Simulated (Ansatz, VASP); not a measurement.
Two plane-wave programs on Al8H

```
Al H
1.0
     5.71352    0.00000    0.00000
     0.00000    8.08013    0.00000
     0.00000    0.00000   22.24328
Al H
16 2
Direct
  0.25000 0.25000 0.17983
  0.25000 0.75000 0.17983
  0.75000 0.25000 0.17983
  0.75000 0.75000 0.17983
  0.00000 0.00000 0.24405
  0.00000 0.50000 0.24405
  0.50000 0.00000 0.24405
  0.50000 0.50000 0.24405
  0.25000 0.25000 0.31026
  0.25000 0.75000 0.31026
  0.75000 0.25000 0.31026
  0.75000 0.75000 0.31026
  0.00000 0.00000 0.37060
  0.00000 0.50000 0.37060
  0.50000 0.00000 0.37060
  0.50000 0.50000 0.37060
  0.75000 0.88558 0.44837
  0.75000 0.11442 0.44837
```

Alike in both runs: task single point; functional PBE; k mesh 5 × 4 × 1; occupations gaussian, width 0.1 eV; no spin polarisation.

```csv
,VASP,Ansatz
version,VASP 6.6.1,Ansatz 0.2.0
potentials or method,"VASP PAW PBE potentials, release 64 (Al, H), cutoff 520 eV","scalar-relativistic, plane waves, PAW"
valence electrons in the cell,50,50
```

|  | VASP | Ansatz | Ansatz less VASP |
| --- | --- | --- | --- |
| gap on the k mesh at the Fermi level (eV) | none | none | - |
| rms of the force components (eV/Å) | 0.345 | 0.345 | -0.0004 |

Atom by atom the forces differ by 0.001 eV/Å (rms over components). A gap of «none» marks a metal or a gap that the smearing closes. With one functional, cell and mesh, what is left measures potentials, basis and numerics.
